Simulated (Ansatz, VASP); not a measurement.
## Mg11O12 in VASP and in Ansatz

```xyz
23
Lattice="5.2810 -3.0490 0.0000 0.0000 6.0979 0.0000 0.0000 0.0000 8.4761" Properties=species:S:1:pos:R:3 pbc="T T T"
Mg    1.7603    1.0163    7.4166
Mg    0.0000    4.0653    3.1785
Mg    0.0000    4.0653    7.4166
Mg    3.5206    4.0653    3.1785
Mg    3.5206    4.0653    7.4166
Mg    5.3222   -1.0401    1.1510
Mg    5.3222   -1.0401    5.2061
Mg    3.4794    2.0088    1.1510
Mg    3.4794    2.0088    5.2061
Mg    1.7603    5.1293    1.1510
Mg    1.7603    5.1293    5.2061
O     1.7603    1.0163    0.9748
O     1.7603    1.0163    5.3823
O     0.0000    4.0653    1.0363
O     0.0000    4.0653    5.3208
O     3.5206    4.0653    1.0363
O     3.5206    4.0653    5.3208
O     5.1308   -0.9296    3.1785
O     5.2839   -1.0180    7.4166
O     3.6708    2.1193    3.1785
O     3.5177    2.0310    7.4166
O     1.7603    4.9082    3.1785
O     1.7603    5.0850    7.4166
```

Change from the starting cell: Mg vacancy, atoms relaxed.

Alike in both runs: functional PBE; k mesh 6 × 6 × 2; occupations gaussian, width 0.05 eV; no spin polarisation.

Ansatz relaxed the structure, and its values are those at the end. VASP's run is a single point on that final structure, the one shown.

|  | VASP | Ansatz |
| --- | --- | --- |
| version | VASP 6.6.1 | Ansatz 0.2.0 |
| potentials or method | VASP PAW PBE potentials, release 64 (Mg, O), cutoff 520 eV | scalar-relativistic, plane waves, PAW |
| valence electrons in the cell | 94 | 182 |

|  | VASP | Ansatz | Ansatz less VASP |
| --- | --- | --- | --- |
| gap on the k mesh at the Fermi level (eV) | none | none | - |
| pressure (GPa) | 0.5 | 0.9 | +0.45 |

A gap of «none» marks a metal or a gap that the smearing closes. VASP's potentials hold 94 valence electrons a cell and Ansatz's 182, so a difference there can come from the potentials and not from the codes. Ansatz's warnings: stress scf threshold loose.

The k mesh is coarse, so the values compare programs but aren't converged.
